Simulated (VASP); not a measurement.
The system is Ir.

```
Ir
1.0
     2.55182    0.00000    0.00000
     0.00000    2.55182    0.00000
     0.00000    0.00000    2.55182
Ir
1
Direct
  0.00000 0.00000 0.00000
```

| Item | Value |
| --- | --- |
| Program | VASP 6.6.1 |
| Task | relaxation of cell and atoms |
| Functional | PBE |
| Potentials or basis | VASP PAW PBE potentials, release 64 (Ir) |
| Cutoff | 500 eV |
| k mesh | 14 × 14 × 14 |
| Occupations | fermi-dirac, width 0.05 eV |
| Spin | no spin polarisation |

At the start: pressure 5.7 GPa; volume 16.62 Å³/atom.

Problem. Where does the relaxation end?

Solution. Over 4 steps the energy falls by 6.4 meV/atom and the volume is 16.99 Å³/atom (+2.2 %); space group Pm-3m (No. 221, to 0.05 Å).

Step by step:
```tsv
step	energy change (eV)	largest force (eV/Å)	pressure (GPa)	volume (Å³)
1	0.0000	0.0000	5.71	16.62
2	0.0417	0.0000	-13.17	18.08
3	-0.0064	0.0000	-0.12	16.99
4	-0.0064	0.0000	-0.01	16.99
```

Final structure:
```cif
data_structure
_symmetry_space_group_name_H-M 'P 1'
_symmetry_Int_Tables_number 1
_cell_length_a 2.5706
_cell_length_b 2.5706
_cell_length_c 2.5706
_cell_angle_alpha 90.000
_cell_angle_beta 90.000
_cell_angle_gamma 90.000
_cell_volume 16.99
loop_
_atom_site_label
_atom_site_type_symbol
_atom_site_fract_x
_atom_site_fract_y
_atom_site_fract_z
_atom_site_occupancy
Ir1 Ir 0.00000 0.00000 0.00000 1
```
